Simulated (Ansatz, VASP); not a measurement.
# Two plane-wave programs on InSb

POSCAR

```
InSb
1.0
    0.0000000000      3.2775773628      3.2775773628
    3.2775773628      0.0000000000      3.2775773628
    3.2775773628      3.2775773628      0.0000000000
In Sb
1 1
Direct
    0.0000000000      0.0000000000      0.0000000000
    0.2500000000      0.2500000000      0.2500000000
```

The input INCAR.step1:

```
SYSTEM = InSb
PREC     = Accurate       ! precision mode
ENCUT    = 600            ! plane-wave cutoff, eV
ISMEAR   = -1             ! smearing method
SIGMA    = 0.15           ! smearing width, eV
LREAL    = .FALSE.        ! projectors in reciprocal space
LASPH    = .TRUE.         ! aspherical terms in the spheres
NELM     = 80             ! most SCF steps
GGA      = PE             ! functional
ALGO     = Normal         ! electronic algorithm
EDIFF    = 1E-4           ! SCF threshold, eV
LWAVE    = .TRUE.         ! write WAVECAR
LCHARG   = .FALSE.        ! write CHGCAR
```

Contents of INCAR.step2:

```
SYSTEM = InSb
PREC     = Accurate       ! precision mode
ENCUT    = 600            ! plane-wave cutoff, eV
EDIFF    = 1E-7           ! SCF threshold, eV
ISMEAR   = -1             ! smearing method
SIGMA    = 0.15           ! smearing width, eV
LREAL    = .FALSE.        ! projectors in reciprocal space
LASPH    = .TRUE.         ! aspherical terms in the spheres
NELM     = 80             ! most SCF steps
ALGO     = Normal         ! electronic algorithm
ISIF     = 3              ! what is computed and relaxed
LWAVE    = .FALSE.        ! write WAVECAR
LCHARG   = .FALSE.        ! write CHGCAR
METAGGA  = R2SCAN         ! meta-GGA
LMIXTAU  = .TRUE.       
IBRION   = 2              ! ionic algorithm
NSW      = 80             ! ionic steps
EDIFFG   = -0.001         ! ionic threshold
ISTART   = 1
```

The input KPOINTS:

```
regular mesh
0
G
  12 12 12
  0 0 0
```

Input for Ansatz:

```yaml
crystal:
  lattice:
    - [0.0, 3.2775773628, 3.2775773628]
    - [3.2775773628, 0.0, 3.2775773628]
    - [3.2775773628, 3.2775773628, 0.0]
  atoms:
    - { symbol: In, position: [0.0, 0.0, 0.0] }
    - { symbol: Sb, position: [0.25, 0.25, 0.25] }
basis:
  ecutwfc: 500
kpoints:
  mp_grid: { grid: [12, 12, 12] }
hamiltonian:
  xc: r2scan
scf:
  occupations: { method: fermi_dirac, width: 0.15 }
output:
  forces: true
  stress: true
  eigenvalues: true
relax:
  adjacent_minimum: "off"
  f_tol: 0.001
  max_steps: 60
  cell: { stress_tol: 0.01 }
```

Alike in both runs: task relaxation of cell and atoms; functional r2SCAN; k mesh 12 × 12 × 12; occupations fermi-dirac, width 0.15 eV; no spin polarisation.

|  | VASP | Ansatz |
| --- | --- | --- |
| version | VASP 6.6.1 | Ansatz 0.2.0 |
| potentials or method | VASP PAW PBE potentials, release 64 (In_d, Sb), cutoff 600 eV | scalar-relativistic, plane waves, PAW |
| valence electrons in the cell | 18 | 28 |

VASP gave:

| Item | Value |
| --- | --- |
| gap on the k mesh at the Fermi level, each at its own relaxed structure (eV) | none |
| relaxed volume (Å³/atom) | 35.26 |
| relaxed cell length with the largest relative difference (Å) | 4.637 |

Problem. What did Ansatz give for the same quantities?

Solution. gap on the k mesh at the Fermi level, each at its own relaxed structure (eV): none; relaxed volume (Å³/atom): 35.24; relaxed cell length with the largest relative difference (Å): 4.636.

VASP's potentials were made for PBE, not for r2SCAN. A gap of «none» marks a metal or a gap that the smearing closes. VASP's potentials hold 18 valence electrons a cell and Ansatz's 28, so a difference there can come from the potentials and not from the codes.

Spin-orbit coupling is off throughout.
